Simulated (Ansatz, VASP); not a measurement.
## Two plane-wave programs on Na

The input INCAR:

```
SYSTEM = Na
ALGO     = Normal         ! electronic algorithm
EDIFF    = 1E-6           ! SCF threshold, eV
ENCUT    = 520            ! plane-wave cutoff, eV
GGA      = PE             ! functional
ISIF     = 2              ! what is computed and relaxed
ISMEAR   = -1             ! smearing method
LASPH    = .TRUE.         ! aspherical terms in the spheres
LCHARG   = .FALSE.        ! write CHGCAR
LREAL    = .FALSE.        ! projectors in reciprocal space
LWAVE    = .FALSE.        ! write WAVECAR
NBANDS   = 10             ! bands
NELM     = 60             ! most SCF steps
PREC     = Accurate       ! precision mode
SIGMA    = 0.05           ! smearing width, eV
```

File KPOINTS:

```
k-points
0
G
  13 13 13
  0 0 0
```

The input POSCAR:

```
Na
1.0
   -2.0985628867      2.0985628867      2.0985628867
    2.0985628867     -2.0985628867      2.0985628867
    2.0985628867      2.0985628867     -2.0985628867
Na
1
Direct
    0.0000000000      0.0000000000      0.0000000000
```

Input for Ansatz:

```yaml
crystal:
  lattice:
    - [-2.0985628867, 2.0985628867, 2.0985628867]
    - [2.0985628867, -2.0985628867, 2.0985628867]
    - [2.0985628867, 2.0985628867, -2.0985628867]
  atoms:
    - { symbol: Na, position: [0.0, 0.0, 0.0] }
kpoints:
  mp_grid: { grid: [13, 13, 13] }
  band_path:
    path:
      - [0.0, 0.0, 0.0]
      - [0.5, -0.5, 0.5]
      - [0.0, 0.0, 0.5]
      - [0.0, 0.0, 0.0]
      - [0.25, 0.25, 0.25]
      - [0.5, -0.5, 0.5]
      - [0.25, 0.25, 0.25]
      - [0.0, 0.0, 0.5]
    npoints: 8
scf:
  occupations: { method: fermi_dirac, width: 0.05 }
hamiltonian:
  xc: pbe
  pseudopotentials: { kind: paw }
output:
  forces: true
  stress: true
  eigenvalues: true
  populations: true
  dos: { projected: true, de: 0.2, e_range: [-14, 8] }
```

Change from the starting cell: volume scaled by 1, PAW files.

Alike in both runs: task single point; functional PBE; k mesh 13 × 13 × 13; occupations fermi-dirac, width 0.05 eV; no spin polarisation.

```csv
,VASP,Ansatz
version,VASP 6.6.1,Ansatz 0.2.0
potentials or method,"VASP PAW PBE potentials, release 64 (Na_pv)","PAW with Ansatz's default frozen-core files, scalar-relativistic"
plane-wave cutoff (eV),520,420
valence electrons in the cell,7,9
```

```csv
,VASP,Ansatz,Ansatz less VASP
pressure (GPa),0.0,0.0,+0.02
```

VASP's potentials hold 7 valence electrons a cell and Ansatz's 9, so a difference there can come from the potentials and not from the codes.
